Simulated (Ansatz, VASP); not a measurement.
Hg2TeF2 in VASP and in Ansatz

```
CELL_PARAMETERS angstrom
6.88201 0.00000 0.00000
0.00000 8.68581 0.00000
0.00000 0.00000 3.96126
ATOMIC_POSITIONS crystal
Hg 0.23025 0.59445 0.00000
Hg 0.76975 0.40555 0.00000
Hg 0.73025 0.90555 0.00000
Hg 0.26975 0.09445 0.00000
Te 0.50000 0.50000 0.00000
Te 0.00000 0.00000 0.00000
F 0.39222 0.83311 0.50000
F 0.60778 0.16689 0.50000
F 0.89222 0.66689 0.50000
F 0.10778 0.33311 0.50000
```

Change from the starting cell: species swapped into the Cs2HgSe2 type (Pbam, No. 55).

Alike in both runs: task relaxation of cell and atoms; functional PBE; k mesh 2 × 2 × 3; occupations gaussian, width 0.15 eV; no spin polarisation.

```csv
,VASP,Ansatz
version,VASP 6.6.1,Ansatz 0.2.0
potentials or method,"VASP PAW PBE potentials, release 64 (Hg, Te, F), cutoff 600 eV","scalar-relativistic, plane waves, PAW"
valence electrons in the cell,88,140
```

|  | VASP | Ansatz | Ansatz less VASP |
| --- | --- | --- | --- |
| gap on the k mesh at the Fermi level, each at its own relaxed structure (eV) | none | none | - |
| relaxed volume (Å³/atom) | 18.92 | 19.79 | +0.868 |
| relaxed length of the cell vector where the two differ most in proportion (Å) | 8.078 | 8.615 | +0.5365 |

A gap of «none» marks a metal or a gap that the smearing closes. One of these differences is far larger than is usual between the two programs; its cause wasn't traced. VASP's potentials hold 88 valence electrons a cell and Ansatz's 140, so a difference there can come from the potentials and not from the codes.

The k mesh is coarse, so the values compare programs but aren't converged. Neither program's run includes spin-orbit coupling. Noted on VASP's run: the volume moved by over 15 % at a fixed basis, so the end points are rough.
